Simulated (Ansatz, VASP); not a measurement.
One calculation of MgB2, two programs

```
Mg B
1.0
     3.07860    0.00000    0.00000
    -1.53930    2.66615    0.00000
     0.00000    0.00000    3.51614
Mg B
1 2
Direct
  0.00000 0.00000 0.00000
  0.33333 0.66667 0.50000
  0.66667 0.33333 0.50000
```

Change from the starting cell: the structure that the rattled tetragonal zirconia type (P4_2/nmc, No. 137) fell into.

Alike in both runs: task relaxation of cell and atoms; functional PBE; k mesh 18 × 18 × 14; occupations gaussian, width 0.1 eV; no spin polarisation.

```csv
,VASP,Ansatz
version,VASP 6.6.1,Ansatz 0.2.0
potentials or method,"VASP PAW PBE potentials, release 64 (Mg, B), cutoff 600 eV","scalar-relativistic, plane waves, PAW"
valence electrons in the cell,8,16
```

Ansatz gave:

```
gap on the k mesh at the Fermi level, each at its own relaxed structure (eV) : none
relaxed volume (Å³/atom)                                                     : 9.62
relaxed cell length with the largest relative difference (Å)                 : 3.525
```

Q: What did VASP give for the same quantities?

A: gap on the k mesh at the Fermi level, each at its own relaxed structure (eV): none; relaxed volume (Å³/atom): 9.60; relaxed cell length with the largest relative difference (Å): 3.518.

A gap of «none» marks a metal or a gap that the smearing closes. VASP's potentials hold 8 valence electrons a cell and Ansatz's 16, so a difference there can come from the potentials and not from the codes.
